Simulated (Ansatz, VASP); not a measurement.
**ZnS in VASP and in Ansatz**

```
Zn S
1.0
     0.00000    2.75499    2.75499
     2.75499    0.00000    2.75499
     2.75499    2.75499    0.00000
Zn S
1 1
Direct
  0.75000 0.75000 0.75000
  0.00000 0.00000 0.00000
```

Alike in both runs: task single point; functional HSE06; k mesh 5 × 5 × 5; occupations fermi-dirac, width 0.05 eV; no spin polarisation.

|  | VASP | Ansatz |
| --- | --- | --- |
| version | VASP 6.6.1 | Ansatz 0.2.0 |
| potentials or method | VASP PAW PBE potentials, release 64 (Zn, S) | Ansatz PAW |
| plane-wave cutoff (eV) | 520 | 420 |
| valence electrons in the cell | 18 | 18 |

```tsv
	VASP	Ansatz	Ansatz less VASP
gap on the k mesh at the Fermi level (eV)	3.05	3.07	+0.013
least direct gap on the mesh (eV)	3.05	3.07	+0.013
pressure (GPa)	-3.1	-3.1	+0.02
```

The functional is the same, so the differences come from potentials, cutoffs and numerics.

Noted on Ansatz's run: odd divisions of the mesh miss points on the zone boundary, where band edges often lie, so the gap on the mesh can be too wide.
